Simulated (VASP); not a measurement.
Set up this calculation in VASP 6.6.1, as the native input.

```
Task                   : relaxation of cell and atoms
Functional             : revPBE
Dispersion             : D4
Potentials or basis    : VASP PAW PBE potentials, release 64 (Sn_d)
Cutoff                 : 600 eV
k mesh                 : 7 × 7 × 7
Occupations            : fermi-dirac, width 0.05 eV
Spin                   : no spin polarisation
Dipole correction      : no
Further INCAR settings : ALGO = Normal; EDIFF = 1e-06; IBRION = 2; EDIFFG = -0.02; NSW = 80; ISIF = 3
```

The structure of Sn lies in POSCAR:

```
Sn
1.0
    0.0000000000      3.2333428000      3.2333428000
    3.2333428000      0.0000000000      3.2333428000
    3.2333428000      3.2333428000      0.0000000000
Sn
2
Direct
    0.7500000000      0.7500000000      0.7500000000
    0.5000000000      0.5000000000      0.5000000000
```

The input as run:

INCAR

```
PREC     = Accurate       # precision mode
ENCUT    = 600            # plane-wave cutoff, eV
EDIFF    = 1E-6           # SCF threshold, eV
ISMEAR   = -1             # smearing method
SIGMA    = 0.05           # smearing width, eV
LREAL    = False          # projectors in reciprocal space
LASPH    = True           # aspherical terms in the spheres
NELM     = 100            # most SCF steps
ALGO     = Normal         # electronic algorithm
ISIF     = 3              # what is computed and relaxed
LWAVE    = False          # write WAVECAR
LCHARG   = False          # write CHGCAR
GGA      = RE             # functional
IVDW     = 13             # dispersion correction
IBRION   = 2              # ionic algorithm
NSW      = 80             # ionic steps
EDIFFG   = -0.02          # ionic threshold
```

KPOINTS

```
Automatic mesh
0
Gamma
  7 7 7
```

Potentials or basis: VASP PAW PBE potentials, release 64 (Sn_d).

Run with:

```sh
$ cat potpaw_PBE.64/Sn_d/POTCAR > POTCAR
$ mpirun -np 1 vasp_std > vasp.out
```

It gave:

| Property | Result |
| --- | --- |
| Relaxed volume | 35.41 Å³/atom |
| Relaxed cell | a = 4.644 Å, b = 4.644 Å, c = 4.644 Å, α = 60.00°, β = 60.00°, γ = 60.00° |
| Space group after relaxing (to 0.05 Å) | Fd-3m (No. 227) |
| Energy gained by relaxing | 10.0 meV/atom |
| Ionic steps | 3 |
| Pressure after relaxing | 0.0 GPa |
| Band gap on the k mesh | zero (band 14 reaches 5.44 eV, above the bottom of band 15 at 5.37 eV) |
| Dispersion energy per atom | -0.487 eV |

Caveat: the PAW data sets were made with another functional, which shifts forces and pressure a little; spin-orbit coupling is left out, which moves the levels of the heavy elements; pairwise dispersion overbinds metals, which lowers pressure and volume.

Run time: 63 s on 1 thread of Intel(R) Xeon(R) Platinum 8488C (Sapphire Rapids), with other jobs on the host, peak memory 0.25 GiB.
